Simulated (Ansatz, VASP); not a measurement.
**One calculation of PtS2, two programs**

```
Pt S
1.0
     3.54320    0.00000    0.00000
    -1.77160    3.06850    0.00000
     0.00000    0.00000    5.03880
Pt S
1 2
Cartesian
  0.0000 0.0000 0.0000
  1.7716 1.0228 3.8950
  0.0000 2.0457 1.1438
```

Alike in both runs: functional PBEsol; k mesh 9 × 9 × 5; occupations fermi-dirac, width 0.05 eV; no spin polarisation; Hubbard terms Pt d U = 3.0 eV.

|  | VASP | Ansatz |
| --- | --- | --- |
| version | VASP 6.6.1 | Ansatz 0.2.0 |
| potentials or method | VASP PAW PBE potentials, release 64 (Pt, S) | Ansatz PAW |
| plane-wave cutoff (eV) | 520 | 420 |
| valence electrons in the cell | 22 | 30 |
| task | single point | projected density of states |

Ansatz gave:

```
gap on the k mesh at the Fermi level (eV)                     : 0.91
least direct gap on the mesh (eV)                             : 0.99
pressure (GPa)                                                : 6.8
traceless stress, the component that is largest in VASP (GPa) : -0.47
rms of the force components (eV/Å)                            : 0.486
```

Question: What did VASP give for the same quantities?

Answer: gap on the k mesh at the Fermi level (eV): 0.91; least direct gap on the mesh (eV): 0.99; pressure (GPa): 3.7; traceless stress, the component that is largest in VASP (GPa): 0.83; rms of the force components (eV/Å): 0.351.

VASP's potentials were made for PBE, not for PBEsol. The programs project onto different local orbitals, so the same U acts differently, and such runs can settle in different states. Atom by atom the forces differ by 0.135 eV/Å (rms over components). VASP's potentials hold 22 valence electrons a cell and Ansatz's 30, so a difference there can come from the potentials and not from the codes.

Spin-orbit coupling is off throughout. Noted on Ansatz's run: odd divisions of the mesh miss points on the zone boundary, where band edges often lie, so the gap on the mesh can be too wide.
